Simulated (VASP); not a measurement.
Write the native input for VASP 6.6.1 that does the following.

| Item | Value |
| --- | --- |
| Task | single point |
| Functional | PBEsol |
| Potentials or basis | VASP PAW PBE potentials, release 64 (Li_sv, Nb_sv, O) |
| Cutoff | 520 eV |
| k mesh | 6 × 6 × 4 |
| Occupations | gaussian, width 0.05 eV |
| Spin | no spin polarisation |
| Dipole correction | no |
| Further INCAR settings | ALGO = Normal; EDIFF = 1e-06; NBANDS = 40 |

The structure of Li5NbO5 lies in POSCAR:

```
Li5NbO5
1.0
    4.8237940662     -2.0038074705      0.0032112010
    4.8237958160      2.0038116799      0.0032094098
   -1.8602636185     -0.0000032564      5.4683732612
Li Nb O
5 1 5
Direct
    0.7112072835      0.7112034562      0.3432784546
    0.6905227607      0.6905183931      0.8620527192
   -0.0000225908      0.0000318567      0.4999967353
    0.3094779842      0.3094762314      0.1379510468
    0.2887941665      0.2887924273      0.6567262842
    0.0000695694     -0.0000718234     -0.0000034341
    0.8535906819      0.8536111367      0.1738129619
    0.8423314463      0.8423645478      0.6817236842
    0.5000024893      0.4999982243     -0.0000041947
    0.1576348399      0.1576661326      0.3182766457
    0.1463913691      0.1464094177      0.8261890964
```

These files were run (other wordings do the same):

INCAR

```
PREC = Accurate
ENCUT = 520
EDIFF = 1E-6
ISMEAR = 0
SIGMA = 0.05
LREAL = F
LASPH = T
NELM = 60
ALGO = Normal
ISIF = 2
LWAVE = F
LCHARG = T
GGA = PS
LELF = T
LVHAR = T
NBANDS = 40
```

KPOINTS

```
regular mesh
0
Gamma
  6 6 4
```

Potentials or basis: VASP PAW PBE potentials, release 64 (Li_sv, Nb_sv, O).

Launch:

```bash
$ cat potpaw_PBE.64/Li_sv/POTCAR potpaw_PBE.64/Nb_sv/POTCAR potpaw_PBE.64/O/POTCAR > POTCAR
$ mpirun -np 1 vasp_std > vasp.out
```

Results of the run:

```yaml
Largest_force: 0.029 eV/Å
Band_gap_on_the_k_mesh: 3.18 eV (least direct gap 3.21 eV)
```

Caveat: the PAW data sets were made with another functional, which shifts forces and pressure a little.

Run time: 10 min on 1 thread of Intel Xeon 8259CL (shared host), peak memory 0.43 GiB.
